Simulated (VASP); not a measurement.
# HfB (Fm-3m) in VASP: notebook

Aim: see how the results for HfB move with the level of theory and the settings. Levels: HSE06, PBE0. Tasks: single point.

All numbers are computed with VASP 6.6.1; they aren't measurements. Logs are shortened: lines on timing, memory, paths and dates and some standing lists are left out, and cuts for length are marked.

### Step 1. The cell of the first run

The structure is cubic, space group Fm-3m (No. 225). The conventional cell has a = 4.589 Å, b = 4.589 Å, c = 4.589 Å, α = 90.00°, β = 90.00°, γ = 90.00°. Hf (site symmetry m-3m) has 6 B at 2.29 Å within 3.0 Å. Within 3.0 Å of B (site symmetry m-3m) lie 6 Hf at 2.29 Å.

### Step 2. Single point, HSE06

The input, POSCAR:

```
HfB
1.0
    0.0000000000      2.2944961772      2.2944961772
    2.2944961772      0.0000000000      2.2944961772
    2.2944961772      2.2944961772      0.0000000000
Hf B
1 1
Direct
    0.5000000000      0.5000000000      0.5000000000
    0.0000000000      0.0000000000      0.0000000000
```

The input, INCAR.step1:

```
ALGO = Normal ; EDIFF = 1E-5
ENCUT = 520 ; GGA = PE
ISIF = 2 ; ISMEAR = -1
LASPH = T ; LCHARG = F
LREAL = F ; LWAVE = T
NBANDS = 14 ; NELM = 60
PREC = Accurate ; SIGMA = 0.05
```

The input, INCAR.step2:

```
ALGO = Normal ; EDIFF = 1E-7
ENCUT = 520 ; GGA = PE
HFSCREEN = 0.2079 ; ISIF = 2
ISMEAR = -1 ; ISTART = 1
LASPH = T ; LCHARG = F
LHFCALC = T ; LREAL = F
LWAVE = F ; NBANDS = 14
NELM = 60 ; PREC = Accurate
PRECFOCK = Normal ; SIGMA = 0.05
```

The input, KPOINTS:

```
k-points
0
Gamma
  6 6 6
```

Potentials or basis: VASP PAW PBE potentials, release 64 (Hf_pv, B).

Run with:

```
$ cat potpaw_PBE.64/Hf_pv/POTCAR potpaw_PBE.64/B/POTCAR > POTCAR
$ cp INCAR.step1 INCAR
$ mpirun -np 1 vasp_std > vasp.out
$ cp INCAR.step2 INCAR
$ mpirun -np 1 vasp_std > vasp.out
```

OUTCAR:

```text
EDIFF = 1E-7
   ENCUT = 520
   GGA = PE
   HFSCREEN = 0.2079
   ISIF = 2
   ISMEAR = -1
   ISTART = 1
   LASPH = T
   LHFCALC = T
   LREAL = F
   NELM = 60
   PREC = Accurate
   PRECFOCK = Normal

 ion  position               nearest neighbor table
   1  0.500  0.500  0.500-   2 2.29   2 2.29   2 2.29   2 2.29   2 2.29   2 2.29
   2  0.000  0.000  0.000-   1 2.29   1 2.29   1 2.29   1 2.29   1 2.29   1 2.29

  LATTYP: Found a face centered cubic cell.
 ALAT       =     4.5889923544

  Lattice vectors:

 A1 = (   0.0000000000,   2.2944961772,   2.2944961772)
 A2 = (   2.2944961772,   0.0000000000,   2.2944961772)
 A3 = (   2.2944961772,   2.2944961772,   0.0000000000)

Analysis of symmetry for initial positions (statically):
=====================================================================
 Subroutine PRICEL returns:
 Original cell was already a primitive cell.

 Routine SETGRP: Setting up the symmetry group for a
 face centered cubic supercell.

 Subroutine GETGRP returns: Found 48 space group operations
 (whereof 48 operations were pure point group operations)
 out of a pool of 48 trial point group operations.

The static configuration has the point symmetry O_h .

Analysis of symmetry for dynamics (positions and initial velocities):
=====================================================================
 Subroutine PRICEL returns:
 Original cell was already a primitive cell.

 Routine SETGRP: Setting up the symmetry group for a
 face centered cubic supercell.

 Subroutine GETGRP returns: Found 48 space group operations
 (whereof 48 operations were pure point group operations)
 out of a pool of 48 trial point group operations.

The dynamic configuration has the point symmetry O_h .

 Subroutine INISYM returns: Found 48 space group operations
 (whereof 48 operations are pure point group operations),
 and found     1 'primitive' translations

----------------------------------------------------------------------------------------

                                     Primitive cell

  volume of cell :      24.1597

  direct lattice vectors                    reciprocal lattice vectors
     0.000000000  2.294496177  2.294496177    -0.217912762  0.217912762  0.217912762
     2.294496177  0.000000000  2.294496177     0.217912762 -0.217912762  0.217912762
     2.294496177  2.294496177  0.000000000     0.217912762  0.217912762 -0.217912762

  length of vectors
     3.244907613  3.244907613  3.244907613     0.377435976  0.377435976  0.377435976

  position of ions in fractional coordinates (direct lattice)
     0.500000000  0.500000000  0.500000000
     0.000000000  0.000000000  0.000000000

  ion indices of the primitive-cell ions
   primitive index   ion index
                 1           1
                 2           2

----------------------------------------------------------------------------------------

 KPOINTS: k-points

Automatic generation of k-mesh.
 Grid dimensions read from file:
 generate k-points for:    6    6    6

 Generating k-lattice:

  Cartesian coordinates                     Fractional coordinates (reciprocal lattice)
    -0.036318794  0.036318794  0.036318794     0.166666667  0.000000000  0.000000000
     0.036318794 -0.036318794  0.036318794     0.000000000  0.166666667  0.000000000
     0.036318794  0.036318794 -0.036318794     0.000000000  0.000000000  0.166666667

  Length of vectors
     0.062905996  0.062905996  0.062905996

  Shift w.r.t. Gamma in fractional coordinates (k-lattice)
     0.000000000  0.000000000  0.000000000

 Subroutine IBZKPT returns following result:
 ===========================================

 Found     16 irreducible k-points:

 Following reciprocal coordinates:
            Coordinates               Weight
  0.000000  0.000000  0.000000      1.000000
  0.166667  0.000000  0.000000      8.000000
  0.333333  0.000000  0.000000      8.000000
  0.500000  0.000000  0.000000      4.000000
  0.166667  0.166667  0.000000      6.000000
  0.333333  0.166667  0.000000     24.000000
[... 8 lines left out ...]
 -0.333333  0.333333  0.166667     24.000000
 -0.333333  0.500000  0.166667     12.000000
   k-points           NKPTS =     16   k-points in BZ     NKDIM =    216   number of bands    NBANDS=     14
   number of dos      NEDOS =    301   number of ions     NIONS =      2
   total plane-waves  NPLWV =  13824
   dimension x,y,z NGX =    24 NGY =   24 NGZ =   24
   dimension x,y,z NGXF=    48 NGYF=   48 NGZF=   48
   ions per type =               1   1
   NGX,Y,Z   is equivalent  to a cutoff of  12.30, 12.30, 12.30 a.u.
   NGXF,Y,Z  is equivalent  to a cutoff of  24.59, 24.59, 24.59 a.u.
 SYSTEM =  unknown system
   PREC   = accura    normal or accurate (medium, high low for compatibility)
   ISTART =      1    job   : 0-new  1-cont  2-samecut
   ICHARG =      0    charge: 1-file 2-atom 10-const
   ISPIN  =      1    spin polarized calculation?
   LNONCOLLINEAR =      F non collinear calculations
   LSORBIT =      F    spin-orbit coupling
   LASPH  =      T    aspherical Exc in radial PAW
   ENCUT  =  520.0 eV  38.22 Ry    6.18 a.u.   6.03  6.03  6.03*2*pi/ulx,y,z
   NELM   =     60;   NELMIN=  2; NELMDL=  0     # of ELM steps
   EDIFF  = 0.1E-06   stopping-criterion for ELM
   LREAL  =      F    real-space projection
   EDIFFG = 0.1E-05   stopping-criterion for IOM
   NSW    =      0    number of steps for IOM
   IBRION =     -1    ionic relax: 0-MD 1-quasi-New 2-CG
   NFREE  =      0    steps in history (QN), initial steepest desc. (CG)
   ISIF   =      2    stress and relaxation
   ISYM   =      3    0-nonsym 1-usesym 2-fastsym
   POTIM  = 0.5000    time-step for ionic-motion
   TEBEG  =    0.0;   TEEND  =   0.0 temperature during run
   PSTRESS=    0.0 pullay stress
   NELECT =      13.0000    total number of electrons
   NUPDOWN=      -1.0000    fix difference up-down
   EMIN   =  10.00;   EMAX   =-10.00  energy-range for DOS
   EFERMI =   0.00;   METHOD = LEGACY
   ISMEAR =    -1;   SIGMA  =   0.05  broadening in eV -4-tet -1-fermi 0-gaus
   EFERMI_NEDOS =   21; number of points for ismear=-14 and -15
   IALGO  =     38    algorithm
   IMIX   =      1    mixing-type and parameters
     AMIX     =   0.40;   BMIX     =  1.00
     AMIX_MAG =   1.60;   BMIX_MAG =  1.00
  volume/ion in A,a.u.               =      12.08        81.52
  Fermi-wavevector in a.u.,A,eV,Ry     =   1.331553  2.516271 24.123601  1.773035
  Thomas-Fermi vector in A             =   2.460556
   LORBIT       =      0    0 simple, 1 ext, 2 COOP (PROOUT), +10 PAW based schemes
   GGA     = PE    functional components
   LHFCALC =     T    Hartree Fock is set to
   PRECFOCK=normal    Normal, Fast or Accurate (Low or Medium for compatibility)
   ENCUT4O =  -1.0   cutoff for four orbital integrals eV
   NKREDX  =     1    reduce k-point grid by
   NKREDY  =     1    reduce k-point grid by
   NKREDZ  =     1    reduce k-point grid by
   AEXX    =    0.2500 exact exchange contribution
   HFSCREEN=    0.2079 screening length (either q_TF or 0.3 A-1)
   HFSCREENC=   0.2079 screening length for correlation (either q_TF or 0.3 A-1)
   ENCUTFOCK=  -1.0 apply spherical cutoff to Coloumb kernel
   IVDW    =     0    specifies the selected vdW correction
   LEPSILON=     F    determine dielectric tensor
   LRPA    =     F    only Hartree local field effects (RPA)
 non-spin polarized calculation
  energy-cutoff  :      520.00
  volume of cell :       24.16
 maximum number of plane-waves:       660
  NGX = 20; NGY = 20; NGZ = 20

 number of electron      13.0000002 magnetization

 Free energy of the ion-electron system (eV)
  ---------------------------------------------------
  ext. energy  EPLUGINS =         0.00000000
  ---------------------------------------------------
  free energy    TOTEN  =       -19.19513683 eV

  energy without entropy =      -19.18242641  energy(sigma->0) =      -19.18878162

 E-fermi :   4.7614     XC(G=0): -10.1418

 val. band max:        4.7287112594   @ k =   0.5000   0.3333   0.1667
 cond. band min:       5.4811985039   @ k =   0.1667   0.0000   0.0000
 fundamental gap:      0.7524872445
 Fermi energy:         4.7613883045

 k-point     1 :       0.0000    0.0000    0.0000
  band No.  band energies     occupation
      1     -25.2889      2.00000
      2     -25.2889      2.00000
      3     -25.2889      2.00000
      4      -6.0532      2.00000
      5       7.8690      0.00000
      6       7.8690      0.00000
      7       7.8690      0.00000
      8       9.6546      0.00000
      9       9.6546      0.00000
     10       9.6546      0.00000
     11       9.9145      0.00000
     12       9.9145      0.00000
     13      17.6231      0.00000
     14      19.5374      0.00000

 k-point     2 :       0.1667    0.0000    0.0000
  band No.  band energies     occupation
      1     -25.5257      2.00000
      2     -25.3095      2.00000
      3     -25.3095      2.00000
      4      -5.1679      2.00000
      5       5.4812      0.00000
      6       6.2261      0.00000
      7       6.2261      0.00000
      8       8.9644      0.00000
      9       8.9644      0.00000
     10      10.5878      0.00000
     11      13.9005      0.00000
     12      13.9005      0.00000
     13      19.6858      0.00000
     14      20.3354      0.00000

 k-point     3 :       0.3333    0.0000    0.0000
  band No.  band energies     occupation
      1     -25.9724      2.00000
      2     -25.3504      2.00000
      3     -25.3504      2.00000
      4      -2.9847      2.00000
      5       2.4235      2.00000
      6       4.1179      1.99999
      7       4.1179      1.99999
      8      11.0244      0.00000
      9      11.0244      0.00000
     10      11.6092      0.00000
     11      18.2108      0.00000
     12      18.3471      0.00000
     13      18.3471      0.00000
     14      21.8941      0.00000

 k-point     4 :       0.5000    0.0000    0.0000
  band No.  band energies     occupation
      1     -26.1843      2.00000
      2     -25.3707      2.00000
      3     -25.3707      2.00000
      4      -0.8015      2.00000
      5       0.1473      2.00000
      6       3.3724      2.00000
      7       3.3724      2.00000
      8      12.7014      0.00000
      9      12.7015      0.00000
     10      13.8759      0.00000
     11      14.2838      0.00000
     12      20.2560      0.00000
     13      20.2560      0.00000
     14      21.3699      0.00000

 k-point     5 :       0.1667    0.1667    0.0000
  band No.  band energies     occupation
      1     -25.5068      2.00000
      2     -25.3657      2.00000
      3     -25.3657      2.00000
      4      -4.9097      2.00000
      5       4.5402      1.97629
      6       6.4527      0.00000
      7       7.0221      0.00000
      8       7.0221      0.00000
      9      10.3900      0.00000
     10      11.9857      0.00000
     11      11.9857      0.00000
[... 140 lines left out ...]
 k-point    14 :       0.5000    0.3333    0.1667
  band No.  band energies     occupation
      1     -25.9450      2.00000
      2     -25.6367      2.00000
      3     -25.4590      2.00000
      4      -2.0321      2.00000
      5       1.8423      2.00000
      6       3.6899      2.00000
      7       4.7287      1.31562
      8       9.4336      0.00000
      9      13.2538      0.00000
     10      14.1277      0.00000
     11      14.2707      0.00000
     12      18.6282      0.00000
     13      21.3345      0.00000
     14      21.8589      0.00000

 k-point    15 :      -0.3333    0.3333    0.1667
  band No.  band energies     occupation
      1     -25.9728      2.00000
      2     -25.7370      2.00000
      3     -25.5093      2.00000
      4      -1.2967      2.00000
      5       1.5626      2.00000
      6       3.4282      2.00000
      7       4.2964      1.99982
      8      11.0619      0.00000
      9      11.4527      0.00000
     10      13.8932      0.00000
     11      16.3828      0.00000
     12      17.9629      0.00000
     13      20.3906      0.00000
     14      21.8939      0.00000

 k-point    16 :      -0.3333    0.5000    0.1667
  band No.  band energies     occupation
      1     -25.9795      2.00000
      2     -25.7258      2.00000
      3     -25.6017      2.00000
      4      -2.0609      2.00000
      5       3.3963      2.00000
      6       3.4399      2.00000
      7       4.4625      1.99494
      8       9.7438      0.00000
      9      13.0341      0.00000
     10      13.9813      0.00000
     11      14.2071      0.00000
     12      17.2137      0.00000
     13      21.8873      0.00000
     14      22.0385      0.00000

------------------------ aborting loop because EDIFF is reached ----------------------------------------

  FORCE on cell =-STRESS in cart. coord.  units (eV):
  Direction    XX          YY          ZZ          XY          YZ          ZX
  --------------------------------------------------------------------------------------
  -------------------------------------------------------------------------------------
  Total        5.1379282      5.1379282      5.1379282     -0.0000000      0.0000000     -0.0000000
  in kB      340.7270415    340.7270415    340.7270415     -0.0000000      0.0000000     -0.0000000
  external PRESSURE =     340.7270415 kB  Pullay stress =       0.0000000 kB

 VOLUME and BASIS-vectors are now :
 -----------------------------------------------------------------------------
  energy-cutoff  :      520.00
  volume of cell :       24.16
      direct lattice vectors                 reciprocal lattice vectors
     0.000000000  2.294496177  2.294496177    -0.217912762  0.217912762  0.217912762
     2.294496177  0.000000000  2.294496177     0.217912762 -0.217912762  0.217912762
     2.294496177  2.294496177  0.000000000     0.217912762  0.217912762 -0.217912762

 POSITION                                       TOTAL-FORCE (eV/Angst)
 -----------------------------------------------------------------------------------
      2.29450      2.29450      2.29450         0.000000     -0.000000      0.000000
      0.00000      0.00000      0.00000        -0.000000      0.000000     -0.000000
 -----------------------------------------------------------------------------------
    total drift:                               -0.000001     -0.000000     -0.000000

  FREE ENERGIE OF THE ION-ELECTRON SYSTEM (eV)
  ---------------------------------------------------
  free  energy   TOTEN  =       -19.1951368345 eV

  energy  without entropy=      -19.1824264085  energy(sigma->0) =      -19.18878162
```

Wall time 32 min (1 thread of Intel Xeon Platinum 8259CL at 2.50GHz (Skylake/Cascade Lake), shared host); peak memory 0.26 GiB.

What came out:

```
Free energy            : -19.1951 eV
Pressure               : 34.1 GPa
Band gap on the k mesh : zero (an odd number of electrons rules out a gap without spin polarisation)
```

Caveat: the k points lie up to 0.40 Å⁻¹ apart, too coarse for converged energies and pressures of a metal; the PAW data sets were made with another functional, which shifts forces and pressure a little; spin-orbit coupling is left out, which moves the levels of the heavy elements.

### Step 3. Single point, PBE0

POSCAR is that of step 2.

The input, INCAR.step1:

```
SYSTEM = HfB
PREC = Accurate
ENCUT = 520
EDIFF = 1E-5
ISMEAR = -1
SIGMA = 0.05
LREAL = .False.
LASPH = .True.
NELM = 60
ALGO = Normal
ISIF = 2
LWAVE = .True.
LCHARG = .False.
GGA = PE
NBANDS = 14
```

The input, INCAR.step2:

```
SYSTEM = HfB
PREC = Accurate
ENCUT = 520
EDIFF = 1E-6
ISMEAR = -1
SIGMA = 0.05
LREAL = .False.
LASPH = .True.
NELM = 60
ALGO = Normal
ISIF = 2
LWAVE = .False.
LCHARG = .False.
GGA = PE
LHFCALC = .True.
AEXX = 0.25
PRECFOCK = Normal
ISTART = 1
NBANDS = 14
```

The input, KPOINTS:

```
Automatic mesh
0
Gamma
  6 6 6
  0 0 0
```

Potentials or basis: VASP PAW PBE potentials, release 64 (Hf_pv, B).

Run with:

```
$ cat potpaw_PBE.64/Hf_pv/POTCAR potpaw_PBE.64/B/POTCAR > POTCAR
$ cp INCAR.step1 INCAR
$ mpirun -np 1 vasp_std > vasp.out
$ cp INCAR.step2 INCAR
$ mpirun -np 1 vasp_std > vasp.out
```

It took 31 min on 1 thread of Intel Xeon Platinum 8259CL at 2.50GHz (Skylake/Cascade Lake), shared host; peak memory 0.16 GiB.

Results (log left out):

```yaml
Free_energy: -20.5380 eV
Pressure: 33.6 GPa
Band_gap_on_the_k_mesh: zero (an odd number of electrons rules out a gap without spin polarisation)
```

Levels at points of the mesh, in eV from the Fermi level:
```
           k point  band 5  band 6  band 7  band 8  band 9  band 10
(0.00, 0.00, 0.00)    3.58    3.58    3.58    5.34    5.34     5.34
(0.50, 0.00, 0.00)   -4.95   -1.71   -1.71    8.43    8.43     9.60
(0.50, 0.50, 0.00)   -1.41   -1.27    3.44    3.44    7.89     9.92
```

Caveat: the k points lie up to 0.40 Å⁻¹ apart, too coarse for converged energies and pressures of a metal; the PAW data sets were made with another functional, which shifts forces and pressure a little; spin-orbit coupling is left out, which moves the levels of the heavy elements.

(Part 1 of 2 ends here.)

The gap in the log of VASP goes by the Fermi energy; the results here count the filled bands.